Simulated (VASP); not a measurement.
Input of a VASP 6.6.1 run:

The input INCAR:

```
PREC = Accurate
ENCUT = 520
EDIFF = 1E-6
ISMEAR = 0
SIGMA = 0.15
LREAL = F
LASPH = T
NELM = 60
ALGO = Normal
ISIF = 2
LWAVE = F
LCHARG = F
NBANDS = 34
```

File KPOINTS:

```
Automatic mesh
0
Gamma
  8 8 12
```

POSCAR

```
Hf2N
1.0
    5.2521585898      0.0000000000      0.0000000000
    0.0000000000      5.2521585898      0.0000000000
    0.0000000000      0.0000000000      3.2005839592
Hf N
4 2
Direct
    0.3169444978      0.2738623696      0.0000000000
    0.6830555022      0.7261376304      0.0000000000
    0.8169444978      0.2261376304      0.5000000000
    0.1830555022      0.7738623696      0.5000000000
    0.0000000000      0.0000000000      0.0000000000
    0.5000000000      0.5000000000      0.5000000000
```

Potentials or basis: VASP PAW LDA potentials, release 64 (Hf_pv, N).

Run with:

```bash
$ cat potpaw_LDA.64/Hf_pv/POTCAR potpaw_LDA.64/N/POTCAR > POTCAR
$ mpirun -np 1 vasp_std > vasp.out
```

Q: What does it give for the band gap on the k mesh?

A: Zero (bands 25 and 26 overlap by 2.58 eV).

Q: Predict the pressure.

A: -0.7 GPa.

Q: What does it give for the largest force?

A: 0.185 eV/Å.

Forces in eV/Å, atoms in the order of the input:
```
Hf  -0.059  0.175  0.000
Hf   0.059 -0.175  0.000
Hf  -0.059 -0.175  0.000
Hf   0.059  0.175  0.000
N    0.000  0.000  0.000
N    0.000  0.000  0.000
```

Caveat: the cell differs from its parent crystal (atoms displaced along a vibrational mode); spin-orbit coupling is left out, which moves the levels of the heavy elements.
